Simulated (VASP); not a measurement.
# MnO2 (P4_2/mnm) in VASP: single point with PBE

Aim: the single point of MnO2 with PBE.

Program: VASP 6.6.1. These are calculated values, not measurements. Logs are shortened: lines on timing, memory, paths and dates and some standing lists are left out, and cuts for length are marked.

## (1) The cell of the first run

The structure is tetragonal, space group P4_2/mnm (No. 136). The conventional cell has a = 4.450 Å, b = 4.450 Å, c = 2.877 Å, α = 90.00°, β = 90.00°, γ = 90.00°. Within 2.5 Å of Mn (site symmetry mmm) lie 6 O at 1.89 to 1.92 Å. Within 2.5 Å of O (site symmetry m2m) lie 3 Mn at 1.89 to 1.92 Å and 1 O at 2.45 Å.

## (2) Single point, PBE, collinear spin, ferromagnetic start

Contents of INCAR:

```
SYSTEM = MnO2
  ALGO = Normal
  EDIFF = 1E-6
  ENCUT = 520
  GGA = PE
  ISIF = 2
  ISMEAR = 0
  ISPIN = 2
  LASPH = .True.
  LCHARG = .False.
  LMAXMIX = 4
  LORBIT = 11
  LREAL = .False.
  LWAVE = .False.
  MAGMOM = 2.63 2.63 0 0 0 0
  NBANDS = 38
  NELM = 150
  PREC = Accurate
  SIGMA = 0.1
```

Contents of KPOINTS:

```
k-points
0
Gamma
  8 8 12
  0 0 0
```

Contents of POSCAR:

```
MnO2
1.0
    4.4496506212      0.0000000000      0.0000000000
    0.0000000000      4.4496506212      0.0000000000
    0.0000000000      0.0000000000      2.8770925173
Mn O
2 4
Direct
    0.0000000000      0.0000000000      0.0000000000
    0.5000000000      0.5000000000      0.5000000000
    0.3054516535      0.3054516535      0.0000000000
    0.1945483465      0.8054516535      0.5000000000
    0.6945483465      0.6945483465      0.0000000000
    0.8054516535      0.1945483465      0.5000000000
```

Potentials or basis: VASP PAW PBE potentials, release 64 (Mn_pv, O).

On the command line:

```sh
cat potpaw_PBE.64/Mn_pv/POTCAR potpaw_PBE.64/O/POTCAR > POTCAR
mpirun -np 1 vasp_std > vasp.out
```

OUTCAR:

```text
SYSTEM = MnO2
   EDIFF = 1E-6
   ENCUT = 520
   GGA = PE
   ISIF = 2
   ISMEAR = 0
   ISPIN = 2
   LASPH = .True.
   LORBIT = 11
   LREAL = .False.
   NELM = 150
   PREC = Accurate

 ion  position               nearest neighbor table
   1  0.000  0.000  0.000-   4 1.89   6 1.89   4 1.89   6 1.89   5 1.92   3 1.92
   2  0.500  0.500  0.500-   3 1.89   5 1.89   3 1.89   5 1.89   4 1.92   6 1.92
   3  0.305  0.305  0.000-   2 1.89   2 1.89   1 1.92
   4  0.195  0.805  0.500-   1 1.89   1 1.89   2 1.92
   5  0.695  0.695  0.000-   2 1.89   2 1.89   1 1.92
   6  0.805  0.195  0.500-   1 1.89   1 1.89   2 1.92

  LATTYP: Found a simple tetragonal cell.
 ALAT       =     4.4496506212
 C/A-ratio  =     0.6465884093

  Lattice vectors:

 A1 = (   4.4496506212,   0.0000000000,   0.0000000000)
 A2 = (   0.0000000000,   4.4496506212,   0.0000000000)
 A3 = (   0.0000000000,   0.0000000000,   2.8770925173)

Analysis of symmetry for initial positions (statically):
=====================================================================
 Subroutine PRICEL returns:
 Original cell was already a primitive cell.

 Routine SETGRP: Setting up the symmetry group for a
 simple tetragonal supercell.

 Subroutine GETGRP returns: Found 16 space group operations
 (whereof  8 operations were pure point group operations)
 out of a pool of 16 trial point group operations.

The static configuration has the point symmetry D_2h.
 The point group associated with its full space group is D_4h.

Analysis of symmetry for dynamics (positions and initial velocities):
=====================================================================
 Subroutine PRICEL returns:
 Original cell was already a primitive cell.

 Routine SETGRP: Setting up the symmetry group for a
 simple tetragonal supercell.

 Subroutine GETGRP returns: Found 16 space group operations
 (whereof  8 operations were pure point group operations)
 out of a pool of 16 trial point group operations.

The dynamic configuration has the point symmetry D_2h.
 The point group associated with its full space group is D_4h.

Analysis of structural, dynamic, and magnetic symmetry:
=====================================================================
 Subroutine PRICEL returns:
 Original cell was already a primitive cell.

 Routine SETGRP: Setting up the symmetry group for a
 simple tetragonal supercell.

 Subroutine GETGRP returns: Found 16 space group operations
 (whereof  8 operations were pure point group operations)
 out of a pool of 16 trial point group operations.

The overall configuration has the point symmetry D_2h.
 The point group associated with its full space group is D_4h.

 Subroutine INISYM returns: Found 16 space group operations
 (whereof  8 operations are pure point group operations),
 and found     1 'primitive' translations

----------------------------------------------------------------------------------------

                                     Primitive cell

  volume of cell :      56.9647

  direct lattice vectors                    reciprocal lattice vectors
     4.449650621  0.000000000  0.000000000     0.224736746  0.000000000  0.000000000
     0.000000000  4.449650621  0.000000000     0.000000000  0.224736746  0.000000000
     0.000000000  0.000000000  2.877092517     0.000000000  0.000000000  0.347573112

  length of vectors
     4.449650621  4.449650621  2.877092517     0.224736746  0.224736746  0.347573112

  position of ions in fractional coordinates (direct lattice)
     0.000000000  0.000000000  0.000000000
     0.500000000  0.500000000  0.500000000
     0.305451654  0.305451654  0.000000000
     0.194548346  0.805451654  0.500000000
     0.694548346  0.694548346  0.000000000
     0.805451654  0.194548346  0.500000000

  ion indices of the primitive-cell ions
   primitive index   ion index
                 1           1
                 2           2
                 3           3
                 4           4
                 5           5
                 6           6

----------------------------------------------------------------------------------------

 KPOINTS: k-points

Automatic generation of k-mesh.
 Grid dimensions read from file:
 generate k-points for:    8    8   12

 Generating k-lattice:

  Cartesian coordinates                     Fractional coordinates (reciprocal lattice)
     0.028092093  0.000000000  0.000000000     0.125000000  0.000000000  0.000000000
     0.000000000  0.028092093  0.000000000     0.000000000  0.125000000  0.000000000
     0.000000000  0.000000000  0.028964426     0.000000000  0.000000000  0.083333333

  Length of vectors
     0.028092093  0.028092093  0.028964426

  Shift w.r.t. Gamma in fractional coordinates (k-lattice)
     0.000000000  0.000000000  0.000000000

 Subroutine IBZKPT returns following result:
 ===========================================

 Found    105 irreducible k-points:

 Following reciprocal coordinates:
            Coordinates               Weight
  0.000000  0.000000  0.000000      1.000000
  0.125000  0.000000  0.000000      4.000000
  0.250000  0.000000  0.000000      4.000000
  0.375000  0.000000  0.000000      4.000000
  0.500000  0.000000  0.000000      2.000000
  0.125000  0.125000  0.000000      4.000000
[... 16 lines left out ...]
  0.375000  0.125000  0.083333     16.000000
  0.500000  0.125000  0.083333      8.000000
 [... further k-points ...]
   k-points           NKPTS =    105   k-points in BZ     NKDIM =    105   number of bands    NBANDS=     38
   number of dos      NEDOS =    301   number of ions     NIONS =      6
   total plane-waves  NPLWV =  31104
   dimension x,y,z NGX =    36 NGY =   36 NGZ =   24
   dimension x,y,z NGXF=    72 NGYF=   72 NGZF=   48
   ions per type =               2   4
   NGX,Y,Z   is equivalent  to a cutoff of  13.45, 13.45, 13.87 a.u.
   NGXF,Y,Z  is equivalent  to a cutoff of  26.90, 26.90, 27.74 a.u.
 SYSTEM =  MnO2
   PREC   = accura    normal or accurate (medium, high low for compatibility)
   ISTART =      0    job   : 0-new  1-cont  2-samecut
   ICHARG =      2    charge: 1-file 2-atom 10-const
   ISPIN  =      2    spin polarized calculation?
   LNONCOLLINEAR =      F non collinear calculations
   LSORBIT =      F    spin-orbit coupling
   LASPH  =      T    aspherical Exc in radial PAW
   ENCUT  =  520.0 eV  38.22 Ry    6.18 a.u.   8.27  8.27  5.35*2*pi/ulx,y,z
   NELM   =    150;   NELMIN=  2; NELMDL= -5     # of ELM steps
   EDIFF  = 0.1E-05   stopping-criterion for ELM
   LREAL  =      F    real-space projection
   EDIFFG = 0.1E-04   stopping-criterion for IOM
   NSW    =      0    number of steps for IOM
   IBRION =     -1    ionic relax: 0-MD 1-quasi-New 2-CG
   NFREE  =      0    steps in history (QN), initial steepest desc. (CG)
   ISIF   =      2    stress and relaxation
   ISYM   =      2    0-nonsym 1-usesym 2-fastsym
   POTIM  = 0.5000    time-step for ionic-motion
   TEBEG  =    0.0;   TEEND  =   0.0 temperature during run
   PSTRESS=    0.0 pullay stress
   NELECT =      50.0000    total number of electrons
   NUPDOWN=      -1.0000    fix difference up-down
   EMIN   =  10.00;   EMAX   =-10.00  energy-range for DOS
   EFERMI =   0.00;   METHOD = LEGACY
   ISMEAR =     0;   SIGMA  =   0.10  broadening in eV -4-tet -1-fermi 0-gaus
   EFERMI_NEDOS =   21; number of points for ismear=-14 and -15
   IALGO  =     38    algorithm
   IMIX   =      4    mixing-type and parameters
     AMIX     =   0.40;   BMIX     =  1.00
     AMIX_MAG =   1.60;   BMIX_MAG =  1.00
  volume/ion in A,a.u.               =       9.49        64.07
  Fermi-wavevector in a.u.,A,eV,Ry     =   1.567459  2.962069 33.428545  2.456929
  Thomas-Fermi vector in A             =   2.669636
   LORBIT       =     11    0 simple, 1 ext, 2 COOP (PROOUT), +10 PAW based schemes
   GGA     = PE    functional components
   LHFCALC =     F    Hartree Fock is set to
   AEXX    =    0.0000 exact exchange contribution
   IVDW    =     0    specifies the selected vdW correction
   LEPSILON=     F    determine dielectric tensor
   LRPA    =     F    only Hartree local field effects (RPA)
 spin polarized calculation
 Gauss-broadening in eV      SIGMA  =   0.10
  energy-cutoff  :      520.00
  volume of cell :       56.96
 maximum number of plane-waves:      1554
 NGX is ok and might be reduce to    36
   NGX = 17   NGY = 17   NGZ = 11

 number of electron      49.9999987 magnetization       5.9980705

 Free energy of the ion-electron system (eV)
  ---------------------------------------------------
  ext. energy  EPLUGINS =         0.00000000
  ---------------------------------------------------
  free energy    TOTEN  =       -47.72083572 eV

  energy without entropy =      -47.71959726  energy(sigma->0) =      -47.72021649

 E-fermi :   5.1264     XC(G=0): -11.8728

 val. band max:        5.0463066259   @ k =   0.2500   0.1250   0.5000
 cond. band min:       5.1866728997   @ k =   0.1250   0.0000   0.0000
 fundamental gap:      0.1403662738
 Fermi energy:         5.1264010245

 spin component 1

 k-point     1 :       0.0000    0.0000    0.0000
  band No.  band energies     occupation
      1     -45.6612      1.00000
      2     -45.6546      1.00000
      3     -45.5996      1.00000
      4     -45.5996      1.00000
      5     -45.5111      1.00000
      6     -45.5111      1.00000
[... 29 lines left out ...]
     36      18.6128      0.00000
     37      19.6416      0.00000

 k-point     2 :       0.1250    0.0000    0.0000
  band No.  band energies     occupation
      1     -45.6609      1.00000
      2     -45.6548      1.00000
      3     -45.5994      1.00000
      4     -45.5994      1.00000
      5     -45.5113      1.00000
      6     -45.5113      1.00000
[... 29 lines left out ...]
     36      18.5865      0.00000
     37      19.6335      0.00000
[... 838 lines left out ...]
     36      18.2377      0.00000
     37      20.0401      0.00000

 k-point    24 :       0.5000    0.1250    0.0833
  band No.  band energies     occupation
      1     -45.6649      1.00000
      2     -45.6649      1.00000
      3     -45.5974      1.00000
      4     -45.5974      1.00000
      5     -45.5119      1.00000
      6     -45.5119      1.00000
[... 29 lines left out ...]
     36      17.6632      0.00000
     37      20.4188      0.00000

 [... further k-points ...]

 spin component 2

 k-point     1 :       0.0000    0.0000    0.0000
  band No.  band energies     occupation
      1     -42.6764      1.00000
      2     -42.6681      1.00000
      3     -42.6154      1.00000
      4     -42.6154      1.00000
      5     -42.5110      1.00000
      6     -42.5110      1.00000
[... 29 lines left out ...]
     36      19.5416      0.00000
     37      20.0639      0.00000

 k-point     2 :       0.1250    0.0000    0.0000
  band No.  band energies     occupation
      1     -42.6760      1.00000
      2     -42.6685      1.00000
      3     -42.6152      1.00000
      4     -42.6151      1.00000
      5     -42.5113      1.00000
      6     -42.5113      1.00000
[... 29 lines left out ...]
     36      19.4910      0.00000
     37      20.0544      0.00000
[... 838 lines left out ...]
     36      18.9403      0.00000
     37      20.4664      0.00000

 k-point    24 :       0.5000    0.1250    0.0833
  band No.  band energies     occupation
      1     -42.6806      1.00000
      2     -42.6806      1.00000
      3     -42.6125      1.00000
      4     -42.6125      1.00000
      5     -42.5122      1.00000
      6     -42.5122      1.00000
[... 29 lines left out ...]
     36      18.2967      0.00000
     37      20.8349      0.00000

 [... further k-points ...]

 [bands above 37 left out]

------------------------ aborting loop because EDIFF is reached ----------------------------------------

  FORCE on cell =-STRESS in cart. coord.  units (eV):
  Direction    XX          YY          ZZ          XY          YZ          ZX
  --------------------------------------------------------------------------------------
  -------------------------------------------------------------------------------------
  Total        0.2392356      0.2392356      0.3546415      0.0000000      0.0000000      0.0000000
  in kB        6.7286946      6.7286946      9.9745782      0.0000000      0.0000000      0.0000000
  external PRESSURE =       7.8106558 kB  Pullay stress =       0.0000000 kB

 VOLUME and BASIS-vectors are now :
 -----------------------------------------------------------------------------
  energy-cutoff  :      520.00
  volume of cell :       56.96
      direct lattice vectors                 reciprocal lattice vectors
     4.449650621  0.000000000  0.000000000     0.224736746  0.000000000  0.000000000
     0.000000000  4.449650621  0.000000000     0.000000000  0.224736746  0.000000000
     0.000000000  0.000000000  2.877092517     0.000000000  0.000000000  0.347573112

 POSITION                                       TOTAL-FORCE (eV/Angst)
 -----------------------------------------------------------------------------------
      0.00000      0.00000      0.00000         0.000000      0.000000      0.000000
      2.22483      2.22483      1.43855         0.000000      0.000000      0.000000
      1.35915      1.35915      0.00000        -0.022035     -0.022035      0.000000
      0.86567      3.58398      1.43855         0.022035     -0.022035      0.000000
      3.09050      3.09050      0.00000         0.022035      0.022035      0.000000
      3.58398      0.86567      1.43855        -0.022035      0.022035      0.000000
 -----------------------------------------------------------------------------------
    total drift:                                0.000000      0.000000     -0.000000

  FREE ENERGIE OF THE ION-ELECTRON SYSTEM (eV)
  ---------------------------------------------------
  free  energy   TOTEN  =       -47.7208357169 eV

  energy  without entropy=      -47.7195972551  energy(sigma->0) =      -47.72021649

 total charge

# of ion       s       p       d       tot
------------------------------------------
    1        0.344   6.448   4.876  11.667
    2        0.344   6.448   4.876  11.667
    3        1.568   3.452   0.000   5.021
    4        1.568   3.452   0.000   5.021
    5        1.568   3.452   0.000   5.021
    6        1.568   3.452   0.000   5.021
--------------------------------------------------
tot          6.961  26.705   9.752  43.418

 magnetization (x)

# of ion       s       p       d       tot
------------------------------------------
    1        0.017   0.028   2.662   2.707
    2        0.017   0.028   2.662   2.707
    3        0.001   0.091   0.000   0.092
    4        0.001   0.091   0.000   0.092
    5        0.001   0.091   0.000   0.092
    6        0.001   0.091   0.000   0.092
--------------------------------------------------
tot          0.038   0.419   5.324   5.781
```

Run time: 4.1 min. Hardware: 1 thread of Intel Xeon Platinum 8488C (Sapphire Rapids), shared host; peak memory 0.41 GiB.

Results:

| Item | Value |
| --- | --- |
| Free energy | -47.7208 eV |
| Pressure | 0.8 GPa |
| Largest force | 0.031 eV/Å |
| Band gap on the k mesh | zero (filled and empty bands overlap) |
| Net moment | 6.00 μB per cell |
| Site moments | Mn +2.71; O +0.09 μB |
| Valence electrons inside the program's atomic spheres | Mn 11.67; O 5.02 |

Forces in eV/Å, atoms in the order of the input:
```
Mn   0.000  0.000  0.000
Mn   0.000  0.000  0.000
O   -0.022 -0.022  0.000
O    0.022 -0.022  0.000
O    0.022  0.022  0.000
O   -0.022  0.022  0.000
```

Levels at points of the mesh, in eV from the Fermi level:
Spin up:
```
           k point  band 24  band 25  band 26  band 27  band 28  band 29  band 30  band 31  band 32  band 33
(0.00, 0.00, 0.00)    -1.67    -1.23    -1.23    -0.66    -0.28    -0.21     2.66     2.66     3.29     7.45
(0.50, 0.00, 0.00)    -1.65    -1.44    -1.44    -0.72    -0.72     2.08     2.08     2.44     2.44     9.83
(0.50, 0.50, 0.00)    -2.52    -2.10    -2.10    -0.09    -0.09     1.33     1.33     2.63     2.63    11.13
(0.00, 0.00, 0.50)    -2.20    -1.15    -1.15    -0.21    -0.21     1.18     1.18     1.68     1.68    12.30
(0.50, 0.00, 0.50)    -2.20    -1.93    -1.93    -0.11    -0.11     0.16     0.16     3.13     3.13    12.15
(0.50, 0.50, 0.50)    -2.21    -1.09    -1.09    -0.74    -0.74     1.71     1.71     1.80     1.80    11.59
```
Spin down:
| k point | band 19 | band 20 | band 21 | band 22 | band 23 | band 24 | band 25 | band 26 |
| --- | --- | --- | --- | --- | --- | --- | --- | --- |
| (0.00, 0.00, 0.00) | -1.63 | -0.93 | -0.93 | -0.39 | 0.11 | 0.42 | 0.58 | 0.58 |
| (0.50, 0.00, 0.00) | -2.77 | -2.77 | -1.18 | -1.18 | 0.78 | 0.78 | 1.13 | 1.13 |
| (0.50, 0.50, 0.00) | -2.45 | -2.45 | -1.89 | -1.89 | 0.14 | 0.14 | 0.59 | 0.59 |
| (0.00, 0.00, 0.50) | -2.94 | -2.94 | -2.36 | -2.36 | 1.11 | 1.11 | 1.37 | 1.37 |
| (0.50, 0.00, 0.50) | -2.88 | -2.88 | -1.50 | -1.50 | 0.31 | 0.31 | 1.12 | 1.12 |
| (0.50, 0.50, 0.50) | -1.78 | -1.78 | -1.47 | -1.47 | 1.06 | 1.06 | 1.16 | 1.16 |

Caveat: semilocal functionals often make such compounds metallic where correlation or magnetic order opens a gap, which also shifts bond lengths; the run started ferromagnetic, and an antiferromagnetic order may lie lower in energy.

The gap in the log of VASP goes by the Fermi energy; the results here count the filled bands.